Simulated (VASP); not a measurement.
Ge, 2 atoms in the cell. The structure is cubic, space group Fd-3m (No. 227). Conventional cell: a = 5.542 Å, b = 5.542 Å, c = 5.542 Å, α = 90.00°, β = 90.00°, γ = 90.00°. Ge (site symmetry -43m) has 4 Ge at 2.40 Å within 3.2 Å.  This cell differs from its parent crystal: volume scaled by 0.94.

| Property | Result |
| --- | --- |
| Program | VASP 6.6.1 |
| Task | single point |
| Functional | PBE |
| Dispersion | D4 |
| Potentials or basis | VASP PAW PBE potentials, release 64 (Ge_d) |
| Cutoff | 520 eV |
| k mesh | 8 × 8 × 8 |
| Occupations | fermi-dirac, width 0.1 eV |
| Spin | collinear spin |
| Starting moments | [1.0, 0.0] μB |
| Fixed moment | 1 μB |
| Dipole correction | no |
| Further INCAR settings | ALGO = Normal; EDIFF = 1e-06; NBANDS = 25 |

Potentials or basis: VASP PAW PBE potentials, release 64 (Ge_d).

Run with:

```console
$ cat potpaw_PBE.64/Ge_d/POTCAR > POTCAR
$ mpirun -np 1 vasp_std > vasp.out
```

Hardware: 1 thread of Intel(R) Xeon(R) 6975P-C (Granite Rapids), with other jobs on the host.

Problem. Estimate the wall time of this run.

Solution. It took 37 s on 1 thread of Intel(R) Xeon(R) 6975P-C (Granite Rapids), on a shared host, peak memory 0.2 GiB. Counts: scf iterations 12, k points 29.
